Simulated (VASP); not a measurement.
Input of a VASP 6.6.1 run:

INCAR

```
SYSTEM = Ba
PREC = Accurate
ENCUT = 520
EDIFF = 1E-7
ISMEAR = 0
SIGMA = 0.1
LREAL = .False.
LASPH = .True.
NELM = 80
ALGO = Fast
ISIF = 2
LWAVE = .False.
LCHARG = .False.
GGA = PS
NBANDS = 28
```

KPOINTS

```
regular mesh
0
Gamma
  9 9 6
  0 0 0
```

File POSCAR:

```
Ba
1.0
    4.2216991383      0.0000000000      0.0000000000
   -2.1108495691      3.6560987009      0.0000000000
    0.0000000000      0.0000000000     14.9687767619
Ba
4
Direct
    0.3333333333      0.6666666667      0.3784553425
    0.6666666667      0.3333333333      0.8784553425
    0.6666666667      0.3333333333      0.6215446575
    0.3333333333      0.6666666667      0.1215446575
```

Potentials or basis: VASP PAW PBE potentials, release 64 (Ba_sv).

Command:

```console
$ cat potpaw_PBE.64/Ba_sv/POTCAR > POTCAR
$ mpirun -np 1 vasp_std > vasp.out
```

**Question.** Predict the largest force.

**Answer.** 0.008 eV/Å.

**Question.** What does it give for the pressure?

**Answer.** 0.1 GPa.

**Question.** What does it give for the band gap on the k mesh?

**Answer.** Zero (bands 20 and 21 overlap by 0.46 eV).

Forces on the atoms (eV/Å):
```
Ba   0.000  0.000  0.008
Ba   0.000  0.000  0.008
Ba   0.000  0.000 -0.008
Ba   0.000  0.000 -0.008
```

Caveat: the PAW data sets were made with another functional, which shifts forces and pressure a little; spin-orbit coupling is left out, which moves the levels of the heavy elements.
